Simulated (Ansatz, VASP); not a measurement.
## Two plane-wave programs on Cd

```xyz
1
Lattice="0.0000 1.9458 1.9458 1.9458 0.0000 1.9458 1.9458 1.9458 0.0000" Properties=species:S:1:pos:R:3 pbc="T T T"
Cd    0.0000    0.0000    0.0000
```

Alike in both runs: task relaxation of cell and atoms; functional PBE; k mesh 8 × 8 × 8; occupations gaussian, width 0.1 eV; no spin polarisation.

|  | VASP | Ansatz |
| --- | --- | --- |
| version | VASP 6.6.1 | Ansatz 0.2.0 |
| potentials or method | VASP PAW PBE potentials, release 64 (Cd_sv_GW), cutoff 630 eV | scalar-relativistic, plane waves, PAW |
| valence electrons in the cell | 20 | 20 |

VASP gave:

| Item | Value |
| --- | --- |
| gap on the k mesh at the Fermi level, each at its own relaxed structure (eV) | none |
| relaxed volume (Å³/atom) | 21.55 |
| relaxed length of the cell vector where the two differ most in proportion (Å) | 3.124 |

Question: Estimate Ansatz's values.

Answer: gap on the k mesh at the Fermi level, each at its own relaxed structure (eV): none; relaxed volume (Å³/atom): 22.82; relaxed length of the cell vector where the two differ most in proportion (Å): 3.184.

A gap of «none» marks a metal or a gap that the smearing closes. One of these differences is far larger than is usual between the two programs; its cause wasn't traced.

Noted on VASP's run: the volume moved by over 15 % at a fixed basis, so the end points are rough.
